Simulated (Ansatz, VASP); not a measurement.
## Two plane-wave programs on Cs

File POSCAR:

```
Cs
1.0
    0.0000000000      4.1058250028      4.1058250028
    4.1058250028      0.0000000000      4.1058250028
    4.1058250028      4.1058250028      0.0000000000
Cs
1
Direct
    0.0000000000      0.0000000000      0.0000000000
```

INCAR.step1

```
SYSTEM = Cs
  PREC = Accurate
  ENCUT = 550
  ISMEAR = -1
  SIGMA = 0.1
  LREAL = .FALSE.
  LASPH = .TRUE.
  NELM = 120
  NBANDS = 10
  GGA = PE
  ALGO = Normal
  EDIFF = 1E-5
  LWAVE = .TRUE.
  LCHARG = .FALSE.
  GGA_COMPAT = .FALSE.
```

Contents of INCAR.step2:

```
SYSTEM = Cs
  PREC = Accurate
  ENCUT = 550
  EDIFF = 1E-6
  ISMEAR = -1
  SIGMA = 0.1
  LREAL = .FALSE.
  LASPH = .TRUE.
  NELM = 120
  ALGO = Normal
  ISIF = 2
  LWAVE = .FALSE.
  LCHARG = .TRUE.
  METAGGA = R2SCAN
  LMIXTAU = .TRUE.
  LELF = .TRUE.
  LVHAR = .TRUE.
  NBANDS = 10
  ISTART = 1
  GGA_COMPAT = .FALSE.
```

File KPOINTS:

```
regular mesh
0
G
  8 8 8
  0 0 0
```

Input for Ansatz:

```yaml
crystal:
  lattice:
    - [0.0, 4.1058250028, 4.1058250028]
    - [4.1058250028, 0.0, 4.1058250028]
    - [4.1058250028, 4.1058250028, 0.0]
  atoms:
    - { symbol: Cs, position: [0.0, 0.0, 0.0] }
hamiltonian:
  xc: r2scan
  pseudopotentials:
    kind: paw
    azcp:
      Cs: "pseudopotentials/Cs.paw.azcp"
basis:
  ecutwfc: 500
  fft_grid_basis: typed
kpoints:
  mp_grid: { grid: [8, 8, 8], shift: [0, 0, 0] }
magnetization:
  spin_polarized: false
scf:
  occupations: { method: fermi_dirac, width: 0.1 }
  lower_state_search: "off"
output:
  stress: true
```

Alike in both runs: task single point; functional r2SCAN; k mesh 8 × 8 × 8; occupations fermi-dirac, width 0.1 eV; no spin polarisation.

|  | VASP | Ansatz |
| --- | --- | --- |
| version | VASP 6.6.1 | Ansatz 0.2.0 |
| potentials or method | VASP PAW PBE potentials, release 64 (Cs_sv), cutoff 550 eV | plane waves (500 eV) with PAW, scalar-relativistic |
| valence electrons in the cell | 9 | 9 |

|  | VASP | Ansatz | Ansatz less VASP |
| --- | --- | --- | --- |
| pressure (GPa) | -0.2 | -0.2 | +0.02 |

VASP's potentials were made for PBE, not for r2SCAN.

Spin-orbit coupling is off throughout.
